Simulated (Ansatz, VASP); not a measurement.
# CdSe in VASP and in Ansatz

INCAR

```
PREC     = Accurate       # precision mode
ENCUT    = 520            # plane-wave cutoff, eV
EDIFF    = 1E-6           # SCF threshold, eV
ISMEAR   = -1             # smearing method
SIGMA    = 0.03           # smearing width, eV
LREAL    = False          # projectors in reciprocal space
LASPH    = True           # aspherical terms in the spheres
NELM     = 80             # most SCF steps
ALGO     = Normal         # electronic algorithm
ISIF     = 2              # what is computed and relaxed
LWAVE    = False          # write WAVECAR
LCHARG   = False          # write CHGCAR
NBANDS   = 16             # bands
```

The input KPOINTS:

```
Automatic mesh
0
Gamma
  8 8 8
```

The input POSCAR:

```
CdSe
1.0
    0.0921081360      3.1163252666      3.1163252666
    3.1163252666      0.0921081360      3.1163252666
    3.1163252666      3.1163252666      0.0921081360
Cd Se
1 1
Direct
    0.0000000000      0.0000000000      0.0000000000
    0.2500000000      0.2500000000      0.2500000000
```

Input for Ansatz:

```yaml
crystal:
  lattice:
    - [0.092108136, 3.1163252666, 3.1163252666]
    - [3.1163252666, 0.092108136, 3.1163252666]
    - [3.1163252666, 3.1163252666, 0.092108136]
  atoms:
    - { symbol: Cd, position: [0.0, 0.0, 0.0] }
    - { symbol: Se, position: [0.25, 0.25, 0.25] }
kpoints:
  mp_grid: { grid: [8, 8, 8] }
  band_path:
    path:
      - [0.0, 0.0, 0.0]
      - [-0.5, -0.5, -0.5]
      - [-0.5, -0.2428775097, -0.7571224903]
      - [-0.2428775097, 0.2428775097, -0.5]
      - [0.0, 0.0, -0.5]
      - [0.0, 0.0, 0.0]
      - [0.0, 0.3714387548, -0.3714387548]
      - [-0.3714387548, 0.0, -0.6285612452]
      - [-0.5, 0.0, -0.5]
    npoints: 5
scf:
  occupations: { method: fermi_dirac, width: 0.03 }
hamiltonian:
  xc: lda
  pseudopotentials: { kind: all_electron, lapw: { basis_error: 0.001 } }
output:
  forces: true
  stress: true
  eigenvalues: true
```

Change from the starting cell: equal xy, yz and zx shear strains of +3 %.

Alike in both runs: task single point; functional LDA; k mesh 8 × 8 × 8; occupations fermi-dirac, width 0.03 eV; no spin polarisation.

```csv
,VASP,Ansatz
version,VASP 6.6.1,Ansatz 0.2.0
potentials or method,"VASP PAW LDA potentials, release 64 (Cd, Se), cutoff 520 eV","all-electron LAPW, scalar-relativistic"
```

VASP gave:

* pressure (GPa): -2.7
* traceless stress, the component that is largest in VASP (GPa): -1.10
* rms of the force components (eV/Å): 0.118

Problem. What did Ansatz give for the same quantities?

Solution. Pressure (GPa): -3.1; traceless stress, the component that is largest in VASP (GPa): -1.07; rms of the force components (eV/Å): 0.109.

LDA's correlation is that of Perdew and Zunger in VASP and of Perdew and Wang (1992) in Ansatz. Atom by atom the forces differ by 0.009 eV/Å (rms over components). Ansatz ran all-electron here, and VASP with PAW potentials.
